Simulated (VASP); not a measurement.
Set up this calculation in VASP 6.6.1, as the native input.

```yaml
Task: single point
Functional: PBEsol
Potentials_or_basis: VASP PAW PBE potentials, release 64 (Sb)
Cutoff: 520 eV
k_mesh: 16 × 16 × 16
Occupations: gaussian, width 0.15 eV
Spin: no spin polarisation
Dipole_correction: no
Further_INCAR_settings: ALGO = Normal; EDIFF = 1e-07; NBANDS = 8
```

The structure of Sb lies in POSCAR:

```
Sb
1.0
    3.1719187747      0.1982449234      0.1982449234
    0.1982449234      3.1719187747      0.1982449234
    0.1982449234      0.1982449234      3.1719187747
Sb
1
Direct
    0.0000000000      0.0000000000      0.0000000000
```

This cell differs from its parent crystal: ratio of the length along [111] to the lengths across it x 1.2, volume and fractional coordinates fixed.

The input as run:

INCAR

```
ALGO     = Normal         # electronic algorithm
EDIFF    = 1E-7           # SCF threshold, eV
ENCUT    = 520            # plane-wave cutoff, eV
GGA      = PS             # functional
ISIF     = 2              # what is computed and relaxed
ISMEAR   = 0              # smearing method
LASPH    = True           # aspherical terms in the spheres
LCHARG   = True           # write CHGCAR
LELF     = True           # ELF
LREAL    = False          # projectors in reciprocal space
LVHAR    = True         
LWAVE    = False          # write WAVECAR
NBANDS   = 8              # bands
NELM     = 80             # most SCF steps
PREC     = Accurate       # precision mode
SIGMA    = 0.15           # smearing width, eV
```

KPOINTS

```
k-points
0
Gamma
  16 16 16
```

Potentials or basis: VASP PAW PBE potentials, release 64 (Sb).

The run is started by

```sh
$ cat potpaw_PBE.64/Sb/POTCAR > POTCAR
$ mpirun -np 1 vasp_std > vasp.out
```

It gave:

* Pressure: -5.2 GPa

Caveat: the PAW data sets were made with another functional, which shifts forces and pressure a little.

Wall time 29 s on 1 thread of AMD EPYC 9R45 96-Core Processor (Zen 5), with other jobs on the host, peak memory 0.19 GiB.
